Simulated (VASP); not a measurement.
Runs of VASP 6.6.1 on AlN. The structure is that of space group I-4m2 (No. 119), or close to it. The cells are those of the table. 

```csv
cell,gap on the mesh (eV),pressure (GPa)
"a = 3.370, b = 3.370, c = 2.752 Å, angles 65.9, 65.9, 48.2°, 2 atoms",(b),-4.8
"a = 3.145, b = 3.145, c = 2.992 Å, angles 61.6, 61.6, 56.8°, 2 atoms",3.60,-0.8
"a = 3.026, b = 3.026, c = 3.261 Å, angles 57.4, 57.4, 65.2°, 2 atoms",3.34,-2.5
"a = 3.282, b = 3.282, c = 2.830 Å, angles 64.5, 64.5, 51.1°, 2 atoms",2.77,-3.7
"a = 3.007, b = 3.007, c = 3.566 Å, angles 53.6, 53.6, 72.7°, 2 atoms",(a),-15.5
"a = 3.002, b = 3.002, c = 3.467 Å, angles 54.7, 54.7, 70.5°, 2 atoms",3.59,-10.7
"a = 3.051, b = 3.051, c = 3.176 Å, angles 58.6, 58.6, 62.7°, 2 atoms",(c),-0.7
"a = 3.210, b = 3.210, c = 2.907 Å, angles 63.1, 63.1, 53.8°, 2 atoms",3.23,-2.2
"a = 3.009, b = 3.009, c = 3.355 Å, angles 56.1, 56.1, 67.8°, 2 atoms",3.34,-5.7
```

Alike in all rows: task single point; level r2SCAN; potentials or basis VASP PAW PBE potentials, release 64 (Al, N); no spin polarisation; k mesh 10 × 10 × 10; cutoff (eV) 520; smearing gaussian 0.05 eV.

Question: Fill in the values left out.

Answer: (a) 3.19; (b) 1.64; (c) 3.53.

Caveats: the PAW data sets were made with another functional, which shifts forces and pressure a little.

A k mesh can miss the band edges.
